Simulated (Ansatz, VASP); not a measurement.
One calculation of C4F, two programs

```xyz
5
Lattice="2.3327 1.3468 3.5971 -2.3327 1.3468 3.5971 0.0000 -2.6935 3.5971" Properties=species:S:1:pos:R:3 pbc="T T T"
C     0.0000    1.3468    3.5971
C    -1.1663   -0.6734    3.5971
C     1.1663   -0.6734    3.5971
C     0.0000    0.0000    5.3956
F     0.0000    0.0000    0.0000
```

Alike in both runs: task relaxation of cell and atoms; functional PBE; dispersion D3(BJ); k mesh 6 × 6 × 6; occupations gaussian, width 0.1 eV; no spin polarisation.

```csv
,VASP,Ansatz
version,VASP 6.6.1,Ansatz 0.2.0
potentials or method,"VASP PAW PBE potentials, release 64 (C, F), cutoff 600 eV","scalar-relativistic, plane waves, PAW"
valence electrons in the cell,23,23
```

|  | VASP | Ansatz | Ansatz less VASP |
| --- | --- | --- | --- |
| gap on the k mesh at the Fermi level, each at its own relaxed structure (eV) | none | none | - |
| relaxed volume (Å³/atom) | 7.37 | 7.72 | +0.348 |
| relaxed length of the cell vector where the two differ most in proportion (Å) | 3.475 | 3.512 | +0.0361 |

A gap of «none» marks a metal or a gap that the smearing closes. Ansatz's warnings: dispersion switch in reach, relaxed geometry near dispersion switch.

Noted on VASP's run: the volume moved by over 15 % at a fixed basis, so the end points are rough.
